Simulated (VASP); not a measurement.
Wanted: the native input for a VASP 6.6.1 run.

```yaml
Task: single point
Functional: PBE
Potentials_or_basis: VASP PAW PBE potentials, release 64 (Hf_pv, C)
Cutoff: 520 eV
k_mesh: 12 × 12 × 8
Occupations: gaussian, width 0.05 eV
Spin: no spin polarisation
Dipole_correction: no
Further_INCAR_settings: ALGO = Normal; EDIFF = 1e-07; NBANDS = 22
```

The structure of HfC lies in POSCAR:

```
HfC
1.0
    3.3995151856      0.0000000000      0.0000000000
   -1.6997575928      2.9440665113      0.0000000000
    0.0000000000      0.0000000000      5.3667833137
Hf C
2 2
Direct
    0.3333333333      0.6666666667      0.2500000000
    0.6666666667      0.3333333333      0.7500000000
    0.0000000000      0.0000000000      0.0000000000
    0.0000000000      0.0000000000      0.5000000000
```

These files were run (other wordings do the same):

INCAR

```
PREC = Accurate
ENCUT = 520
EDIFF = 1E-7
ISMEAR = 0
SIGMA = 0.05
LREAL = False
LASPH = True
NELM = 80
ALGO = Normal
ISIF = 2
LWAVE = False
LCHARG = False
GGA = PE
NBANDS = 22
```

KPOINTS

```
Automatic mesh
0
Gamma
  12 12 8
```

Potentials or basis: VASP PAW PBE potentials, release 64 (Hf_pv, C).

The run is started by

```console
$ cat potpaw_PBE.64/Hf_pv/POTCAR potpaw_PBE.64/C/POTCAR > POTCAR
$ mpirun -np 1 vasp_std > vasp.out
```

Results of the run:

```yaml
Pressure: -14.4 GPa
Band_gap_on_the_k_mesh: zero (bands 14 and 15 overlap by 1.25 eV)
```

Caveat: the cell stands under tension; spin-orbit coupling is left out, which moves the levels of the heavy elements.

Run time: 110 s on 1 thread of Intel(R) Xeon(R) Platinum 8375C CPU @ 2.90GHz (Ice Lake) (shared host), peak memory 0.24 GiB.
